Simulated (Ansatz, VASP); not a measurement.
## BaTiO3: VASP beside Ansatz

File POSCAR:

```
BaTiO3
1.0
    3.9855000000      0.0000000000      0.0000000000
    0.0000000000      2.8369000000      2.8451500000
    0.0000000000     -2.8369000000      2.8451500000
Ba Ti O
1 1 3
Direct
    0.0000000000      0.0000000000      0.0000000000
    0.5000000000      0.5124000000      0.5124000000
    0.0000000000      0.4874000000      0.4874000000
    0.5000000000      0.5052400000      0.9918400000
    0.5000000000      0.9918400000      0.5052400000
```

File INCAR.step1:

```
PREC = Accurate
ENCUT = 520
ISMEAR = 1
SIGMA = 0.01
LREAL = F
LASPH = T
NELM = 150
LMAXMIX = 4
LDAU = T
LDAUTYPE = 2
LDAUL = -1 2 -1
LDAUU = 0 1.5 0
LDAUJ = 0 0 0
NBANDS = 28
GGA = PE
ALGO = Normal
EDIFF = 1E-4
LWAVE = T
LCHARG = F
```

INCAR.step2

```
PREC = Accurate
ENCUT = 520
EDIFF = 1E-6
ISMEAR = 1
SIGMA = 0.01
LREAL = F
LASPH = T
NELM = 150
ALGO = Normal
ISIF = 2
LWAVE = F
LCHARG = F
LMAXMIX = 4
LDAU = T
LDAUTYPE = 2
LDAUL = -1 2 -1
LDAUU = 0 1.5 0
LDAUJ = 0 0 0
LDAUPRINT = 1
METAGGA = R2SCAN
LMIXTAU = T
NBANDS = 28
ISTART = 1
```

Contents of KPOINTS:

```
Automatic mesh
0
Gamma
  6 6 6
```

Input for Ansatz:

```yaml
crystal:
  lattice:
    - [3.9855, 0.0, 0.0]
    - [0.0, 2.8369, 2.84515]
    - [0.0, -2.8369, 2.84515]
  atoms:
    - { symbol: Ba, position: [0.0, 0.0, 0.0] }
    - { symbol: Ti, position: [0.5, 0.5124, 0.5124] }
    - { symbol: O, position: [0.0, 0.4874, 0.4874] }
    - { symbol: O, position: [0.5, 0.50524, 0.99184] }
    - { symbol: O, position: [0.5, 0.99184, 0.50524] }
basis:
  ecutwfc: 530.0
kpoints:
  mp_grid:
    grid: [6, 6, 6]
hamiltonian:
  xc: r2scan
  hubbard:
    - { species: Ti, l: d, u_eff: 1.5 }
scf:
  occupations:
    method: methfessel_paxton
    width: 0.01
output:
  eigenvalues: true
```

Alike in both runs: task single point; functional r2SCAN; k mesh 6 × 6 × 6; occupations methfessel-paxton of order 1, width 0.01 eV; no spin polarisation; Hubbard terms Ti d U = 1.5 eV.

|  | VASP | Ansatz |
| --- | --- | --- |
| version | VASP 6.6.1 | Ansatz 0.2.0 |
| potentials or method | VASP PAW PBE potentials, release 64 (Ba_sv, Ti_sv, O), cutoff 520 eV | plane waves, PAW |
| valence electrons in the cell | 40 | 40 |

Ansatz gave:

| Quantity | Value |
| --- | --- |
| gap on the k mesh at the Fermi level (eV) | 2.43 |

Problem. Which values does VASP return?

Solution. gap on the k mesh at the Fermi level (eV): 2.42.

VASP's potentials were made for PBE, not for r2SCAN. The programs project onto different local orbitals, so the same U acts differently, and such runs can settle in different states.

Spin-orbit coupling is off throughout.
